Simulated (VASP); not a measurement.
# GaAs (rocksalt type) (Fm-3m) in VASP: notebook, part 2 of 2

VASP 6.6.1. The steps go on from the part before.

## 5. Relaxation of cell and atoms, r2SCAN

This run uses another cell than the first one, of 15.80 Å³/atom, 0.949 times its volume.

Contents of POSCAR:

```
GaAs
1.0
    0.0000000000      2.5094205343      2.5094205343
    2.5094205343      0.0000000000      2.5094205343
    2.5094205343      2.5094205343      0.0000000000
Ga As
1 1
Direct
    0.0000000000      0.0000000000      0.0000000000
    0.5000000000      0.5000000000      0.5000000000
```

Contents of INCAR.step1:

```
  ALGO = Normal
  EDIFF = 1E-4
  ENCUT = 600
  GGA = PE
  ISMEAR = -1
  LASPH = T
  LCHARG = F
  LREAL = F
  LWAVE = T
  NELM = 80
  PREC = Accurate
  SIGMA = 0.1
```

Contents of INCAR.step2:

```
  ALGO = Normal
  EDIFF = 1E-7
  EDIFFG = -0.005
  ENCUT = 600
  IBRION = 2
  ISIF = 3
  ISMEAR = -1
  ISTART = 1
  LASPH = T
  LCHARG = F
  LMIXTAU = T
  LREAL = F
  LWAVE = F
  METAGGA = R2SCAN
  NELM = 80
  NSW = 60
  PREC = Accurate
  SIGMA = 0.1
```

Contents of KPOINTS:

```
k-points
0
Gamma
  15 15 15
```

Potentials or basis: VASP PAW PBE potentials, release 64 (Ga_d, As).

Started as:

```
cat potpaw_PBE.64/Ga_d/POTCAR potpaw_PBE.64/As/POTCAR > POTCAR
cp INCAR.step1 INCAR
mpirun -np 1 vasp_std > vasp.out
cp INCAR.step2 INCAR
mpirun -np 1 vasp_std > vasp.out
```

OUTCAR:

```text
EDIFF = 1E-7
   EDIFFG = -0.005
   ENCUT = 600
   IBRION = 2
   ISIF = 3
   ISMEAR = -1
   ISTART = 1
   LASPH = T
   LREAL = F
   METAGGA = R2SCAN
   NELM = 80
   NSW = 60
   PREC = Accurate

 ion  position               nearest neighbor table
   1  0.000  0.000  0.000-   2 2.51   2 2.51   2 2.51   2 2.51   2 2.51   2 2.51
   2  0.500  0.500  0.500-   1 2.51   1 2.51   1 2.51   1 2.51   1 2.51   1 2.51

  LATTYP: Found a face centered cubic cell.
 ALAT       =     5.0188410686

  Lattice vectors:

 A1 = (   0.0000000000,   2.5094205343,   2.5094205343)
 A2 = (   2.5094205343,   0.0000000000,   2.5094205343)
 A3 = (   2.5094205343,   2.5094205343,   0.0000000000)

Analysis of symmetry for initial positions (statically):
=====================================================================
 Subroutine PRICEL returns:
 Original cell was already a primitive cell.

[... 257 lines left out ...]

 k-point     1 :       0.0000    0.0000    0.0000
  band No.  band energies     occupation
      1      -9.9451      2.00000
      2      -9.9451      2.00000
      3      -9.9165      2.00000
      4      -9.9165      2.00000
      5      -9.9165      2.00000
      6      -8.5169      2.00000
      7       5.3682      1.10675
      8       5.3683      1.10642
      9       5.3683      1.10642
     10       5.9772      0.00560
     11      13.1945      0.00000
     12      13.1945      0.00000
     13      13.6576      0.00000
[... 354 lines left out ...]
  band No.  band energies     occupation
      1      -9.9793      2.00000
      2      -9.9420      2.00000
      3      -9.9218      2.00000
      4      -9.9056      2.00000
      5      -9.9043      2.00000
      6      -7.9332      2.00000
      7       2.3390      2.00000
      8       4.5013      1.99972
      9       4.6839      1.99828
     10       8.2939      0.00000
     11      10.2245      0.00000
     12      11.6705      0.00000
     13      13.1839      0.00000

 [... further k-points ...]
[... 5 lines left out ...]
  --------------------------------------------------------------------------------------
  -------------------------------------------------------------------------------------
  Total        0.0013882      0.0013882      0.0013882     -0.0000000     -0.0000000      0.0000000
  in kB        0.0587063      0.0587063      0.0587063     -0.0000000     -0.0000000      0.0000000
  external PRESSURE =       0.0587063 kB  Pullay stress =       0.0000000 kB
[... 17 lines left out ...]
  FREE ENERGIE OF THE ION-ELECTRON SYSTEM (eV)
  ---------------------------------------------------
  free  energy   TOTEN  =       -26.2385466870 eV

  energy  without entropy=      -26.2049800919  energy(sigma->0) =      -26.22176339

 reached required accuracy - stopping structural energy minimisation
```

OUTCAR.step1:

```text
EDIFF = 1E-4
   ENCUT = 600
   GGA = PE
   ISMEAR = -1
   LASPH = T
   LREAL = F
[... 602 lines left out ...]
 -----------------------------------------------------------------------------------
      0.00000      0.00000      0.00000        -0.000000     -0.000000      0.000000
      2.50942      2.50942      2.50942         0.000000      0.000000     -0.000000
 -----------------------------------------------------------------------------------
    total drift:                               -0.000000      0.000000      0.000000

  FREE ENERGIE OF THE ION-ELECTRON SYSTEM (eV)
  ---------------------------------------------------
  free  energy   TOTEN  =        -7.1424144687 eV

  energy  without entropy=       -7.1128611157  energy(sigma->0) =       -7.12763779
```

OSZICAR.step1:

```text
N       E                     dE             d eps       ncg     rms          rms(c)
DAV:   1     0.819979486319E+02    0.81998E+02   -0.10046E+04  3234   0.236E+03
DAV:   2    -0.155711116873E+01   -0.83555E+02   -0.80359E+02  3423   0.360E+02
DAV:   3    -0.716294363742E+01   -0.56058E+01   -0.54908E+01  3825   0.740E+01
DAV:   4    -0.724441972823E+01   -0.81476E-01   -0.81350E-01  3606   0.907E+00
DAV:   5    -0.724545746814E+01   -0.10377E-02   -0.10376E-02  3851   0.987E-01    0.307E+00
DAV:   6    -0.714896227450E+01    0.96495E-01   -0.20819E-01  4613   0.123E+01    0.184E+00
DAV:   7    -0.714221737750E+01    0.67449E-02   -0.42030E-02  4815   0.224E+00    0.656E-01
DAV:   8    -0.714240657610E+01   -0.18920E-03   -0.42366E-03  3735   0.124E+00    0.804E-02
DAV:   9    -0.714241446868E+01   -0.78926E-05   -0.46909E-04  3890   0.447E-01
   1 F= -.71424145E+01 E0= -.71276378E+01  d E =-.295534E-01
```

Run time: 5.8 min. Hardware: 1 thread of Intel Xeon 6975P-C (Granite Rapids), shared host; peak memory 0.22 GiB.

What came out:

| Quantity | Value |
| --- | --- |
| Free energy | -26.2385 eV |
| Relaxed volume | 18.94 Å³/atom |
| Relaxed cell | a = 3.770 Å, b = 3.770 Å, c = 3.770 Å, α = 60.00°, β = 60.00°, γ = 60.00° |
| Space group after relaxing (to 0.05 Å) | Fm-3m (No. 225) |
| Energy gained by relaxing | 187.0 meV/atom |
| Ionic steps | 3 |
| Pressure after relaxing | 0.0 GPa |
| Band gap on the k mesh | zero (band 9 reaches 5.99 eV, above the bottom of band 10 at 2.64 eV) |

The path:
| step | energy change (eV) | largest force (eV/Å) | pressure (GPa) | volume (Å³) |
| --- | --- | --- | --- | --- |
| 1 | 0.0000 | 0.0000 | 22.69 | 31.60 |
| 2 | -0.2359 | 0.0000 | -7.60 | 42.98 |
| 3 | -0.3739 | 0.0000 | 0.01 | 37.88 |

Final structure:
```xyz
2
Lattice="0.0000 2.6657 2.6657 2.6657 0.0000 2.6657 2.6657 2.6657 0.0000" Properties=species:S:1:pos:R:3 pbc="T T T"
Ga    0.0000    0.0000    0.0000
As    2.6657    2.6657    2.6657
```

Caveat: the volume moved by over 15 % at a fixed basis, so the end points are rough; the PAW data sets were made with another functional, which shifts forces and pressure a little.

## 6. The runs side by side

| task | cell | cutoff (eV) | gap on the mesh (eV) | pressure (GPa) |
| --- | --- | --- | --- | --- |
| single point | a = 3.612 Å, angles 60.0°, 2 atoms | 520 | none | 14.3 |
| single point | a = 3.692 Å, angles 60.0°, 2 atoms | 520 | none | 6.0 |
| single point | a = 3.769 Å, angles 60.0°, 2 atoms | 520 | none | 0.1 |
| relaxation of cell and atoms | relaxed from a = 3.549 Å, angles 60.0°, 2 atoms | 600 | none | 0.0 |

Alike in all rows: level r2SCAN; potentials or basis VASP PAW PBE potentials, release 64 (Ga_d, As); no spin polarisation; k mesh 15 × 15 × 15; smearing fermi-dirac 0.1 eV.

Caveats: the PAW data sets were made with another functional, which shifts forces and pressure a little; the volume moved by over 15 % at a fixed basis, so the end points are rough (some runs).

Total energies depend on the potentials used, so only differences within one code and one set of settings carry meaning.
